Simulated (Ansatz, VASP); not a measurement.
**One calculation of Ta, two programs**

File INCAR:

```
PREC = Accurate
ENCUT = 520
EDIFF = 1E-6
ISMEAR = 0
SIGMA = 0.1
LREAL = F
LASPH = T
NELM = 100
ALGO = Normal
ISIF = 2
LWAVE = F
LCHARG = F
GGA = PS
NBANDS = 18
```

Contents of KPOINTS:

```
regular mesh
0
Gamma
  14 14 7
```

POSCAR

```
Ta
1.0
    2.9003720000      0.0000000000      0.0000000000
   -1.4501860000      2.5117960000      0.0000000000
    0.0000000000      0.0000000000      5.1490530867
Ta
2
Direct
    0.6666666667      0.3333333333      0.7500000000
    0.3333333333      0.6666666667      0.2500000000
```

Input for Ansatz:

```yaml
crystal:
  lattice:
    - [2.900372, 0.0, 0.0]
    - [-1.450186, 2.511796, 0.0]
    - [0.0, 0.0, 5.149053086666666]
  atoms:
    - { symbol: Ta, position: [0.6666666666666666, 0.3333333333333333, 0.75] }
    - { symbol: Ta, position: [0.3333333333333333, 0.6666666666666666, 0.25] }
basis:
  ecutwfc: 557.833418042754
kpoints:
  mp_grid:
    grid: [14, 14, 7]
hamiltonian:
  xc: pbesol
scf:
  occupations:
    method: gaussian
    width: 0.1
output:
  stress: true
```

Alike in both runs: task single point; functional PBEsol; k mesh 14 × 14 × 7; occupations gaussian, width 0.1 eV; no spin polarisation.

|  | VASP | Ansatz |
| --- | --- | --- |
| version | VASP 6.6.1 | Ansatz 0.2.0 |
| potentials or method | VASP PAW PBE potentials, release 64 (Ta_pv), cutoff 520 eV | plane waves, PAW |
| valence electrons in the cell | 22 | 26 |

```tsv
	VASP	Ansatz	Ansatz less VASP
pressure (GPa)	-6.3	-6.4	-0.09
traceless stress, the component that is largest in VASP (GPa)	0.05	0.04	-0.008
```

VASP's potentials were made for PBE, not for PBEsol. VASP's potentials hold 22 valence electrons a cell and Ansatz's 26, so a difference there can come from the potentials and not from the codes.

Neither program's run includes spin-orbit coupling.
